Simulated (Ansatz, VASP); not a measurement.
## Rh: VASP beside Ansatz

File INCAR:

```
SYSTEM = Rh
ALGO = Normal
EDIFF = 1E-6
ENCUT = 520
GGA = PS
ISIF = 2
ISMEAR = 0
LASPH = .True.
LCHARG = .False.
LREAL = .False.
LWAVE = .False.
NBANDS = 14
NELM = 60
PREC = Accurate
SIGMA = 0.05
```

File KPOINTS:

```
k-points
0
Gamma
  16 16 16
  0 0 0
```

Contents of POSCAR:

```
Rh
1.0
    0.0000000000      1.8978500000      1.8978500000
    1.8978500000      0.0000000000      1.8978500000
    1.8978500000      1.8978500000      0.0000000000
Rh
1
Direct
    0.0000000000      0.0000000000      0.0000000000
```

Input for Ansatz:

```yaml
crystal:
  lattice:
    - [0.0, 1.89785, 1.89785]
    - [1.89785, 0.0, 1.89785]
    - [1.89785, 1.89785, 0.0]
  atoms:
    - { symbol: Rh, position: [0.0, 0.0, 0.0] }
basis:
  ecutwfc: 420
  fft_grid_basis: typed
kpoints:
  mp_grid: { grid: [16, 16, 16] }
hamiltonian:
  xc: pbesol
scf:
  occupations: { method: gaussian, width: 0.05 }
output:
  forces: true
  stress: true
  eigenvalues: true
  bader: true
  write_density: true
  volumetric_format: npy
  elf: true
```

Alike in both runs: task single point; functional PBEsol; k mesh 16 × 16 × 16; occupations gaussian, width 0.05 eV; no spin polarisation.

|  | VASP | Ansatz |
| --- | --- | --- |
| version | VASP 6.6.1 | Ansatz 0.2.0 |
| potentials or method | VASP PAW PBE potentials, release 64 (Rh_pv), cutoff 520 eV | scalar-relativistic, plane waves, PAW |
| valence electrons in the cell | 15 | 17 |

```csv
,VASP,Ansatz,Ansatz less VASP
gap on the k mesh at the Fermi level (eV),none,none,-
pressure (GPa),-3.6,-3.5,+0.09
```

VASP's potentials were made for PBE, not for PBEsol. A gap of «none» marks a metal or a gap that the smearing closes. VASP's potentials hold 15 valence electrons a cell and Ansatz's 17, so a difference there can come from the potentials and not from the codes.
